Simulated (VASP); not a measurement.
# AlN (Imm2) in VASP: notebook

AlN is run at these levels: PBE; tasks: single point.

All numbers are computed with VASP 6.6.1; they aren't measurements. Logs are shortened: lines on timing, memory, paths and dates and some standing lists are left out, and cuts for length are marked.

**1. The cell of the first run**

The structure is orthorhombic, space group Imm2 (No. 44). The conventional cell has a = 3.061 Å, b = 3.061 Å, c = 4.329 Å, α = 90.00°, β = 90.00°, γ = 90.00°. Al (site symmetry mm2) has 4 N at 1.86 to 1.89 Å within 2.5 Å. N (site symmetry mm2) has 4 Al at 1.86 to 1.89 Å within 2.5 Å.

**2. Single point, PBE**

The input, INCAR:

```
SYSTEM = AlN
PREC     = Accurate       ! precision mode
ENCUT    = 520            ! plane-wave cutoff, eV
EDIFF    = 1E-7           ! SCF threshold, eV
ISMEAR   = 0              ! smearing method
SIGMA    = 0.05           ! smearing width, eV
LREAL    = .FALSE.        ! projectors in reciprocal space
LASPH    = .TRUE.         ! aspherical terms in the spheres
NELM     = 60             ! most SCF steps
ALGO     = Normal         ! electronic algorithm
ISIF     = 2              ! what is computed and relaxed
LWAVE    = .FALSE.        ! write WAVECAR
LCHARG   = .TRUE.         ! write CHGCAR
GGA      = PE             ! functional
LELF     = .TRUE.         ! ELF
LVHAR    = .TRUE.       
NBANDS   = 11             ! bands
```

The input, KPOINTS:

```
Automatic mesh
0
G
  10 10 10
  0 0 0
```

The input, POSCAR:

```
AlN
1.0
    0.0000000000      2.1644978747      2.1644978747
    2.1644978747      0.0000000000      2.1644978747
    2.1644978747      2.1644978747      0.0000000000
Al N
1 1
Direct
   -0.0022875944      0.0022875944      0.0022875944
    0.7544065694      0.7455934306      0.7455934306
```

Potentials or basis: VASP PAW PBE potentials, release 64 (Al, N).

Run with:

```
$ cat potpaw_PBE.64/Al/POTCAR potpaw_PBE.64/N/POTCAR > POTCAR
$ mpirun -np 1 vasp_std > vasp.out
```

OUTCAR:

```text
SYSTEM = AlN
   PREC = Accurate
   ENCUT = 520
   EDIFF = 1E-7
   ISMEAR = 0
   LREAL = .FALSE.
   LASPH = .TRUE.
   NELM = 60
   ISIF = 2
   GGA = PE

 ion  position               nearest neighbor table
   1  0.998  0.002  0.002-   2 1.86   2 1.86   2 1.89   2 1.89
   2  0.754  0.746  0.746-   1 1.86   1 1.86   1 1.89   1 1.89

  LATTYP: Found a face centered cubic cell.
 ALAT       =     4.3289957494

  Lattice vectors:

 A1 = (   0.0000000000,   2.1644978747,   2.1644978747)
 A2 = (   2.1644978747,   0.0000000000,   2.1644978747)
 A3 = (   2.1644978747,   2.1644978747,   0.0000000000)

Analysis of symmetry for initial positions (statically):
=====================================================================
 Subroutine PRICEL returns:
 Original cell was already a primitive cell.

 Routine SETGRP: Setting up the symmetry group for a
 face centered cubic supercell.

 Subroutine GETGRP returns: Found  4 space group operations
 (whereof  4 operations were pure point group operations)
 out of a pool of 48 trial point group operations.

The static configuration has the point symmetry C_2v.

Analysis of symmetry for dynamics (positions and initial velocities):
=====================================================================
 Subroutine PRICEL returns:
 Original cell was already a primitive cell.

 Routine SETGRP: Setting up the symmetry group for a
 face centered cubic supercell.

 Subroutine GETGRP returns: Found  4 space group operations
 (whereof  4 operations were pure point group operations)
 out of a pool of 48 trial point group operations.

The dynamic configuration has the point symmetry C_2v.

 Subroutine INISYM returns: Found  4 space group operations
 (whereof  4 operations are pure point group operations),
 and found     1 'primitive' translations

----------------------------------------------------------------------------------------

                                     Primitive cell

  volume of cell :      20.2816

  direct lattice vectors                    reciprocal lattice vectors
     0.000000000  2.164497875  2.164497875    -0.231000458  0.231000458  0.231000458
     2.164497875  0.000000000  2.164497875     0.231000458 -0.231000458  0.231000458
     2.164497875  2.164497875  0.000000000     0.231000458  0.231000458 -0.231000458

  length of vectors
     3.061062250  3.061062250  3.061062250     0.400104530  0.400104530  0.400104530

  position of ions in fractional coordinates (direct lattice)
     0.997712406  0.002287594  0.002287594
     0.754406569  0.745593431  0.745593431

  ion indices of the primitive-cell ions
   primitive index   ion index
                 1           1
                 2           2

----------------------------------------------------------------------------------------

 KPOINTS: Automatic mesh

Automatic generation of k-mesh.
 Grid dimensions read from file:
 generate k-points for:   10   10   10

 Generating k-lattice:

  Cartesian coordinates                     Fractional coordinates (reciprocal lattice)
    -0.023100046  0.023100046  0.023100046     0.100000000  0.000000000  0.000000000
     0.023100046 -0.023100046  0.023100046     0.000000000  0.100000000  0.000000000
     0.023100046  0.023100046 -0.023100046     0.000000000  0.000000000  0.100000000

  Length of vectors
     0.040010453  0.040010453  0.040010453

  Shift w.r.t. Gamma in fractional coordinates (k-lattice)
     0.000000000  0.000000000  0.000000000

 Subroutine IBZKPT returns following result:
 ===========================================

 Found    171 irreducible k-points:

 Following reciprocal coordinates:
            Coordinates               Weight
  0.000000  0.000000  0.000000      1.000000
  0.100000  0.000000  0.000000      4.000000
  0.000000  0.100000  0.000000      4.000000
  0.200000  0.000000  0.000000      4.000000
  0.000000  0.200000  0.000000      4.000000
  0.300000  0.000000  0.000000      4.000000
[... 16 lines left out ...]
  0.000000  0.400000  0.100000      4.000000
  0.100000  0.000000  0.400000      8.000000
 [... further k-points ...]
   k-points           NKPTS =    171   k-points in BZ     NKDIM =    171   number of bands    NBANDS=     11
   number of dos      NEDOS =    301   number of ions     NIONS =      2
   total plane-waves  NPLWV =  13824
   dimension x,y,z NGX =    24 NGY =   24 NGZ =   24
   dimension x,y,z NGXF=    48 NGYF=   48 NGZF=   48
   ions per type =               1   1
   NGX,Y,Z   is equivalent  to a cutoff of  13.03, 13.03, 13.03 a.u.
   NGXF,Y,Z  is equivalent  to a cutoff of  26.07, 26.07, 26.07 a.u.
 SYSTEM =  AlN
   PREC   = accura    normal or accurate (medium, high low for compatibility)
   ISTART =      0    job   : 0-new  1-cont  2-samecut
   ICHARG =      2    charge: 1-file 2-atom 10-const
   ISPIN  =      1    spin polarized calculation?
   LNONCOLLINEAR =      F non collinear calculations
   LSORBIT =      F    spin-orbit coupling
   LASPH  =      T    aspherical Exc in radial PAW
   ENCUT  =  520.0 eV  38.22 Ry    6.18 a.u.   5.69  5.69  5.69*2*pi/ulx,y,z
   NELM   =     60;   NELMIN=  2; NELMDL= -5     # of ELM steps
   EDIFF  = 0.1E-06   stopping-criterion for ELM
   LREAL  =      F    real-space projection
   EDIFFG = 0.1E-05   stopping-criterion for IOM
   NSW    =      0    number of steps for IOM
   IBRION =     -1    ionic relax: 0-MD 1-quasi-New 2-CG
   NFREE  =      0    steps in history (QN), initial steepest desc. (CG)
   ISIF   =      2    stress and relaxation
   ISYM   =      2    0-nonsym 1-usesym 2-fastsym
   POTIM  = 0.5000    time-step for ionic-motion
   TEBEG  =    0.0;   TEEND  =   0.0 temperature during run
   PSTRESS=    0.0 pullay stress
   NELECT =       8.0000    total number of electrons
   NUPDOWN=      -1.0000    fix difference up-down
   EMIN   =  10.00;   EMAX   =-10.00  energy-range for DOS
   EFERMI =   0.00;   METHOD = LEGACY
   ISMEAR =     0;   SIGMA  =   0.05  broadening in eV -4-tet -1-fermi 0-gaus
   EFERMI_NEDOS =   21; number of points for ismear=-14 and -15
   IALGO  =     38    algorithm
   IMIX   =      4    mixing-type and parameters
     AMIX     =   0.40;   BMIX     =  1.00
     AMIX_MAG =   1.60;   BMIX_MAG =  1.00
  volume/ion in A,a.u.               =      10.14        68.43
  Fermi-wavevector in a.u.,A,eV,Ry     =   1.200617  2.268836 19.612528  1.441480
  Thomas-Fermi vector in A             =   2.336448
   LORBIT       =      0    0 simple, 1 ext, 2 COOP (PROOUT), +10 PAW based schemes
   GGA     = PE    functional components
   LHFCALC =     F    Hartree Fock is set to
   AEXX    =    0.0000 exact exchange contribution
   IVDW    =     0    specifies the selected vdW correction
   LEPSILON=     F    determine dielectric tensor
   LRPA    =     F    only Hartree local field effects (RPA)
 non-spin polarized calculation
 Gauss-broadening in eV      SIGMA  =   0.05
  energy-cutoff  :      520.00
  volume of cell :       20.28
 maximum number of plane-waves:       568
   NGX = 11   NGY = 11   NGZ = 11

 number of electron       7.9999999 magnetization

 Free energy of the ion-electron system (eV)
  ---------------------------------------------------
  ext. energy  EPLUGINS =         0.00000000
  ---------------------------------------------------
  free energy    TOTEN  =       -14.80748590 eV

  energy without entropy =      -14.80748590  energy(sigma->0) =      -14.80748590

 E-fermi :   6.6295     XC(G=0): -11.0516

 val. band max:        6.3030123687   @ k =   0.0000   0.0000   0.0000
 cond. band min:       9.5570287959   @ k =   0.5000   0.5000   0.0000
 fundamental gap:      3.2540164272
 Fermi energy:         6.6294867242

 k-point     1 :       0.0000    0.0000    0.0000
  band No.  band energies     occupation
      1      -8.9120      2.00000
      2       6.1483      2.00000
      3       6.2271      2.00000
      4       6.3030      2.00000
      5      10.6609      0.00000
      6      19.0464      0.00000
      7      19.0572      0.00000
      8      19.0650      0.00000
      9      24.1251      0.00000
     10      24.1312      0.00000
     11      25.4746      0.00000

 k-point     2 :       0.1000    0.0000    0.0000
  band No.  band energies     occupation
      1      -8.7611      2.00000
      2       5.4543      2.00000
      3       6.0973      2.00000
      4       6.2019      2.00000
      5      11.3241      0.00000
      6      18.6547      0.00000
      7      19.1831      0.00000
      8      19.2018      0.00000
      9      22.8730      0.00000
     10      22.8858      0.00000
     11      24.7392      0.00000

 k-point     3 :       0.0000    0.1000    0.0000
  band No.  band energies     occupation
      1      -8.7607      2.00000
      2       5.3709      2.00000
      3       6.1516      2.00000
      4       6.2502      2.00000
      5      11.3045      0.00000
      6      18.6639      0.00000
      7      19.1838      0.00000
      8      19.2165      0.00000
      9      22.8222      0.00000
     10      22.8396      0.00000
     11      24.8350      0.00000

 k-point     4 :       0.2000    0.0000    0.0000
  band No.  band energies     occupation
      1      -8.3311      2.00000
      2       3.8181      2.00000
      3       5.9702      2.00000
      4       6.0701      2.00000
      5      12.4574      0.00000
      6      17.8505      0.00000
      7      19.0543      0.00000
      8      19.1127      0.00000
      9      22.3612      0.00000
     10      22.3980      0.00000
     11      23.8920      0.00000
[... 239 lines left out ...]
 k-point    22 :       0.4000    0.1000    0.0000
  band No.  band energies     occupation
      1      -7.1684      2.00000
      2       1.2926      2.00000
      3       5.4343      2.00000
      4       5.5657      2.00000
      5      13.7834      0.00000
      6      15.9623      0.00000
      7      18.1861      0.00000
      8      18.4369      0.00000
      9      23.0086      0.00000
     10      25.3587      0.00000
     11      26.1400      0.00000

 k-point    23 :       0.0000    0.4000    0.1000
  band No.  band energies     occupation
      1      -7.1638      2.00000
      2       1.2491      2.00000
      3       5.4674      2.00000
      4       5.6218      2.00000
      5      13.7480      0.00000
      6      15.9475      0.00000
      7      18.2117      0.00000
      8      18.4416      0.00000
      9      22.9615      0.00000
     10      25.3962      0.00000
     11      26.1002      0.00000

 k-point    24 :       0.1000    0.0000    0.4000
  band No.  band energies     occupation
      1      -7.1633      2.00000
      2       1.2450      2.00000
      3       5.5124      2.00000
      4       5.5848      2.00000
      5      13.7374      0.00000
      6      15.9659      0.00000
      7      18.1651      0.00000
      8      18.4929      0.00000
      9      22.9139      0.00000
     10      25.4684      0.00000
     11      26.0318      0.00000

 [... further k-points ...]

------------------------ aborting loop because EDIFF is reached ----------------------------------------

  FORCE on cell =-STRESS in cart. coord.  units (eV):
  Direction    XX          YY          ZZ          XY          YZ          ZX
  --------------------------------------------------------------------------------------
  -------------------------------------------------------------------------------------
  Total        1.3385062      1.3624608      1.3624608      0.0000000     -0.3134978      0.0000000
  in kB      105.7376110    107.6299423    107.6299423      0.0000000    -24.7653028      0.0000000
  external PRESSURE =     106.9991652 kB  Pullay stress =       0.0000000 kB

 VOLUME and BASIS-vectors are now :
 -----------------------------------------------------------------------------
  energy-cutoff  :      520.00
  volume of cell :       20.28
      direct lattice vectors                 reciprocal lattice vectors
     0.000000000  2.164497875  2.164497875    -0.231000458  0.231000458  0.231000458
     2.164497875  0.000000000  2.164497875     0.231000458 -0.231000458  0.231000458
     2.164497875  2.164497875  0.000000000     0.231000458  0.231000458 -0.231000458

 POSITION                                       TOTAL-FORCE (eV/Angst)
 -----------------------------------------------------------------------------------
      0.00990      2.16450      2.16450        -0.459311      0.000000      0.000000
      3.22767      3.24675      3.24675         0.459311     -0.000000     -0.000000
 -----------------------------------------------------------------------------------
    total drift:                                0.000126     -0.000000     -0.000000

  FREE ENERGIE OF THE ION-ELECTRON SYSTEM (eV)
  ---------------------------------------------------
  free  energy   TOTEN  =       -14.8074858989 eV

  energy  without entropy=      -14.8074858989  energy(sigma->0) =      -14.80748590
```

Wall time 9.4 s (1 thread of Intel Xeon 6975P-C (Granite Rapids), shared host); peak memory 0.16 GiB.

Results:

| Quantity | Value |
| --- | --- |
| Free energy | -14.8075 eV |
| Pressure | 10.7 GPa |
| Largest force | 0.459 eV/Å |
| Band gap on the k mesh | 3.25 eV, indirect (least direct gap 4.36 eV) |

Forces in eV/Å, atoms in the order of the input:
```
Al  -0.459  0.000  0.000
N    0.459  0.000  0.000
```

Stress tensor (GPa, compression positive):
```
10.57  0.00  0.00
 0.00 10.76 -2.48
 0.00 -2.48 10.76
```

Levels at points of the mesh, in eV from the valence-band top:
```csv
k point,band 2,band 3,band 4,band 5,band 6,band 7
"(0.00, 0.00, 0.00)",-0.15,-0.08,0.00,4.36,12.74,12.75
"(0.50, 0.00, 0.00)",-6.02,-0.63,-0.54,7.57,9.99,11.20
"(0.00, 0.50, 0.00)",-6.07,-0.58,-0.49,7.53,9.95,11.22
"(0.50, 0.50, 0.00)",-5.06,-1.88,-1.88,3.25,8.70,14.25
"(0.00, 0.50, 0.50)",-5.06,-1.93,-1.82,3.26,8.70,14.25
```

**3. Single point, PBE**

The input, INCAR:

```
SYSTEM = AlN
  PREC = Accurate
  ENCUT = 520
  EDIFF = 1E-7
  ISMEAR = 0
  SIGMA = 0.05
  LREAL = .False.
  LASPH = .True.
  NELM = 80
  ALGO = Normal
  ISIF = 2
  LWAVE = .False.
  LCHARG = .False.
  GGA = PE
  NBANDS = 11
```

The input, KPOINTS:

```
Automatic mesh
0
Gamma
  10 10 10
  0 0 0
```

The input, POSCAR:

```
AlN
1.0
    0.0000000000      2.1644978747      2.1644978747
    2.1644978747      0.0000000000      2.1644978747
    2.1644978747      2.1644978747      0.0000000000
Al N
1 1
Direct
   -0.0091503777      0.0091503777      0.0091503777
    0.7676262774      0.7323737226      0.7323737226
```

Potentials or basis: VASP PAW PBE potentials, release 64 (Al, N).

Run with:

```
$ cat potpaw_PBE.64/Al/POTCAR potpaw_PBE.64/N/POTCAR > POTCAR
$ mpirun -np 1 vasp_std > vasp.out
```

It took 9.7 s on 1 thread of Intel Xeon 6975P-C (Granite Rapids), shared host; peak memory 0.15 GiB.

The run converged. Its results:

```
Free energy            : -14.7083 eV
Pressure               : 12.4 GPa
Largest force          : 1.814 eV/Å
Band gap on the k mesh : 3.03 eV, indirect (least direct gap 4.11 eV)
```

Forces in eV/Å, atoms in the order of the input:
```
Al  -1.814  0.000  0.000
N    1.814  0.000  0.000
```

Stress tensor (GPa, compression positive):
```
 10.40   0.00   0.00
  0.00  13.43 -10.07
  0.00 -10.07  13.43
```

Levels at points of the mesh, in eV from the valence-band top:
| k point | band 2 | band 3 | band 4 | band 5 | band 6 | band 7 |
| --- | --- | --- | --- | --- | --- | --- |
| (0.00, 0.00, 0.00) | -0.61 | -0.28 | 0.00 | 4.11 | 12.50 | 12.56 |
| (0.50, 0.00, 0.00) | -6.17 | -1.07 | -0.68 | 7.37 | 9.78 | 10.91 |
| (0.00, 0.50, 0.00) | -6.34 | -0.84 | -0.52 | 7.21 | 9.64 | 10.94 |
| (0.50, 0.50, 0.00) | -5.29 | -2.08 | -2.07 | 3.03 | 8.40 | 13.94 |
| (0.00, 0.50, 0.50) | -5.27 | -2.32 | -1.89 | 3.06 | 8.50 | 13.95 |

Caveat: forces of over 1 eV/Å act on the atoms, so gaps and moduli don't describe the material at rest. A k mesh can miss the band edges.
